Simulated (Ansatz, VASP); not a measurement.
## One calculation of Ba, two programs

File POSCAR:

```
Ba
1.0
   -2.5367939014      2.5367939014      2.5367939014
    2.5367939014     -2.5367939014      2.5367939014
    2.5367939014      2.5367939014     -2.5367939014
Ba
1
Direct
    0.0000000000      0.0000000000      0.0000000000
```

The input INCAR.step1:

```
SYSTEM = Ba
ALGO = Normal
EDIFF = 1E-4
ENCUT = 520
GGA = PE
ISMEAR = -1
LASPH = .True.
LCHARG = .False.
LREAL = .False.
LWAVE = .True.
NBANDS = 11
NELM = 80
PREC = Accurate
SIGMA = 0.1
```

INCAR.step2

```
SYSTEM = Ba
ALGO = Normal
EDIFF = 1E-6
ENCUT = 520
ISIF = 2
ISMEAR = -1
ISTART = 1
LASPH = .True.
LCHARG = .False.
LMIXTAU = .True.
LREAL = .False.
LWAVE = .False.
METAGGA = R2SCAN
NBANDS = 11
NELM = 80
PREC = Accurate
SIGMA = 0.1
```

Contents of KPOINTS:

```
k-points
0
Gamma
  9 9 9
  0 0 0
```

Input for Ansatz:

```yaml
crystal:
  lattice:
    - [-2.5367939014, 2.5367939014, 2.5367939014]
    - [2.5367939014, -2.5367939014, 2.5367939014]
    - [2.5367939014, 2.5367939014, -2.5367939014]
  atoms:
    - { symbol: Ba, position: [0.0, 0.0, 0.0] }
hamiltonian:
  xc: r2scan
  pseudopotentials:
    kind: paw
    azcp:
      Ba: "pseudopotentials/Ba.paw.azcp"
basis:
  ecutwfc: 600
  fft_grid_basis: typed
kpoints:
  mp_grid: { grid: [9, 9, 9], shift: [0, 0, 0] }
magnetization:
  spin_polarized: false
scf:
  occupations: { method: fermi_dirac, width: 0.1 }
  lower_state_search: "off"
output:
  stress: true
```

Alike in both runs: task single point; functional r2SCAN; k mesh 9 × 9 × 9; occupations fermi-dirac, width 0.1 eV; no spin polarisation.

|  | VASP | Ansatz |
| --- | --- | --- |
| version | VASP 6.6.1 | Ansatz 0.2.0 |
| potentials or method | VASP PAW PBE potentials, release 64 (Ba_sv), cutoff 520 eV | plane waves (600 eV) with PAW, scalar-relativistic |
| valence electrons in the cell | 10 | 10 |

Ansatz gave:

| Property | Result |
| --- | --- |
| pressure (GPa) | 0.0 |

Problem. Which values does VASP return?

Solution. Pressure (GPa): 0.1.

VASP's potentials were made for PBE, not for r2SCAN. With one functional, cell and mesh, what is left measures potentials, basis and numerics.

Spin-orbit coupling is off throughout.
